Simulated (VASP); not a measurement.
Wanted: the native input for a VASP 6.6.1 run.

| Item | Value |
| --- | --- |
| Task | relaxation of cell and atoms |
| Functional | r2SCAN |
| Dispersion | rVV10 |
| Potentials or basis | VASP PAW PBE potentials, release 64 (Sr_sv, Si, H) |
| Cutoff | 600 eV |
| k mesh | 8 × 6 × 6 |
| Occupations | fermi-dirac, width 0.03 eV |
| Spin | no spin polarisation |
| Dipole correction | no |
| Further INCAR settings | ALGO = Normal; EDIFF = 1e-06; IBRION = 2; EDIFFG = -0.01; NSW = 100; ISIF = 3 |

The system is SrSiH6.

```xyz
8
Lattice="3.1905 0.0000 0.0000 0.0000 2.9072 3.7469 0.0000 -2.9072 3.7469" Properties=species:S:1:pos:R:3 pbc="T T T"
Sr    1.5952    0.0000    4.2985
Si    0.0000    0.0000    7.2572
H     0.0000    1.8092    4.6461
H     0.0000   -1.8092    4.6461
H     0.0000    0.0000    2.7511
H     1.5952    1.8986    2.8078
H     1.5952   -1.8986    2.8078
H     1.5952    0.0000    0.7605
```

The input as run:

POSCAR

```
SrSiH6
1.0
    3.1904734325      0.0000000000      0.0000000000
    0.0000000000      2.9072415967      3.7468746402
    0.0000000000     -2.9072415967      3.7468746402
Sr Si H
1 1 6
Direct
    0.5000000000      0.5736102288      0.5736102288
    0.0000000000      0.9684385937      0.9684385937
    0.0000000000      0.9311491918      0.3088401055
    0.0000000000      0.3088401055      0.9311491918
    0.0000000000      0.3671162394      0.3671162394
    0.5000000000      0.7012056293      0.0481577217
    0.5000000000      0.0481577217      0.7012056293
    0.5000000000      0.1014832897      0.1014832897
```

INCAR.step1

```
SYSTEM = SrSiH6
PREC = Accurate
ENCUT = 600
ISMEAR = -1
SIGMA = 0.03
LREAL = .False.
LASPH = .True.
NELM = 80
GGA = PE
ALGO = Normal
EDIFF = 1E-4
LWAVE = .True.
LCHARG = .False.
```

INCAR.step2

```
SYSTEM = SrSiH6
PREC = Accurate
ENCUT = 600
EDIFF = 1E-6
ISMEAR = -1
SIGMA = 0.03
LREAL = .False.
LASPH = .True.
NELM = 80
ALGO = Normal
ISIF = 3
LWAVE = .False.
LCHARG = .False.
METAGGA = R2SCAN
LMIXTAU = .True.
LUSE_VDW = .True.
IVDW_NL = 2
BPARAM = 11.95
CPARAM = 0.0093
IBRION = 2
NSW = 100
EDIFFG = -0.01
ISTART = 1
```

KPOINTS

```
regular mesh
0
Gamma
  8 6 6
  0 0 0
```

Potentials or basis: VASP PAW PBE potentials, release 64 (Sr_sv, Si, H).

Run with:

```bash
$ cat potpaw_PBE.64/Sr_sv/POTCAR potpaw_PBE.64/Si/POTCAR potpaw_PBE.64/H/POTCAR > POTCAR
$ cp INCAR.step1 INCAR
$ mpirun -np 1 vasp_std > vasp.out
$ cp INCAR.step2 INCAR
$ mpirun -np 1 vasp_std > vasp.out
```

It gave:

```json
{
 "Relaxed volume": "9.08 Å³/atom",
 "Relaxed cell": "a = 3.212 Å, b = 4.818 Å, c = 4.818 Å, α = 76.97°, β = 90.00°, γ = 90.00°",
 "Space group after relaxing (to 0.1 Å)": "Amm2 (No. 38)",
 "Energy gained by relaxing": "6.0 meV/atom",
 "Ionic steps": "16",
 "Pressure after relaxing": "0.0 GPa",
 "Largest force after relaxing": "0.008 eV/Å",
 "Band gap on the k mesh": "zero (bands 10 and 11 overlap by 2.05 eV)"
}
```

Caveat: the PAW data sets were made with another functional, which shifts forces and pressure a little.

Run time: 76 min on 1 thread of Intel Xeon 8259CL, with other jobs on the host, peak memory 0.46 GiB.
